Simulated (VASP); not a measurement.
## Ti3Ni: single point with PBEsol

Crystal: Ti3Ni.

```xyz
4
Lattice="4.0124 0.0000 0.0000 0.0000 4.0124 0.0000 0.0000 0.0000 4.0124" Properties=species:S:1:pos:R:3 pbc="T T T"
Ni    0.0000    0.0000    0.0000
Ti    2.0062    2.0062    0.0000
Ti    2.0062    0.0000    2.0062
Ti    0.0000    2.0062    2.0062
```

```json
{"Program": "VASP 6.6.1", "Task": "single point", "Functional": "PBEsol", "Potentials or basis": "VASP PAW PBE potentials, release 64 (Ni, Ti_sv)", "Cutoff": "520 eV", "k mesh": "7 × 7 × 7", "Occupations": "fermi-dirac, width 0.05 eV", "Spin": "collinear spin, ferromagnetic start", "Starting moments": "[1.0, 1.0, 1.0, 1.0] μB"}
```

The pressure is -11.1 GPa and the band gap on the k mesh is zero (filled and empty bands overlap). The net moment is 0.00 μB per cell and the valence electrons inside the program's atomic spheres are Ni 9.18; Ti 10.24.

Levels at points of the mesh, in eV from the Fermi level:
Spin up:
| k point | band 21 | band 22 | band 23 | band 24 | band 25 | band 26 |
| --- | --- | --- | --- | --- | --- | --- |
| (0.00, 0.00, 0.00) | -0.32 | -0.32 | 0.35 | 0.35 | 2.38 | 2.38 |
Spin down:
| k point | band 21 | band 22 | band 23 | band 24 | band 25 | band 26 |
| --- | --- | --- | --- | --- | --- | --- |
| (0.00, 0.00, 0.00) | -0.32 | -0.32 | 0.35 | 0.35 | 2.38 | 2.38 |

Run time: 100 s on 1 thread of Intel(R) Xeon(R) Platinum 8259CL CPU @ 2.50GHz (Skylake/Cascade Lake), on a shared host, peak memory 0.22 GiB.

Caveat: the cell stands under tension; the moments typed at the start vanished in this run; the PAW data sets were made with another functional, which shifts forces and pressure a little.
